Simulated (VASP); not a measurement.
Here is a VASP 6.6.1 calculation.

Contents of INCAR:

```
SYSTEM = Ba
PREC = Accurate ; ENCUT = 500
EDIFF = 1E-6 ; ISMEAR = 0
SIGMA = 0.1 ; LREAL = .False.
LASPH = .True. ; NELM = 120
ALGO = Normal ; ISIF = 2
LWAVE = .False. ; LCHARG = .True.
GGA = PS ; LELF = .True.
LVHAR = .True. ; NBANDS = 11
GGA_COMPAT = .False.
```

File KPOINTS:

```
regular mesh
0
Gamma
  12 12 12
  0 0 0
```

POSCAR

```
Ba
1.0
    0.0000000000      3.0802653905      3.0802653905
    3.0802653905      0.0000000000      3.0802653905
    3.0802653905      3.0802653905      0.0000000000
Ba
1
Direct
    0.0000000000      0.0000000000      0.0000000000
```

Potentials or basis: VASP PAW PBE potentials, release 64 (Ba_sv).

Launch:

```sh
$ cat potpaw_PBE.64/Ba_sv/POTCAR > POTCAR
$ mpirun -np 1 vasp_std > vasp.out
```

**Question.** Estimate the band gap on the k mesh.

**Answer.** Zero (bands 5 and 6 overlap by 0.41 eV).

**Question.** Estimate the pressure.

**Answer.** 0.1 GPa.

Caveat: the PAW data sets were made with another functional, which shifts forces and pressure a little; spin-orbit coupling is left out, which moves the levels of the heavy elements.
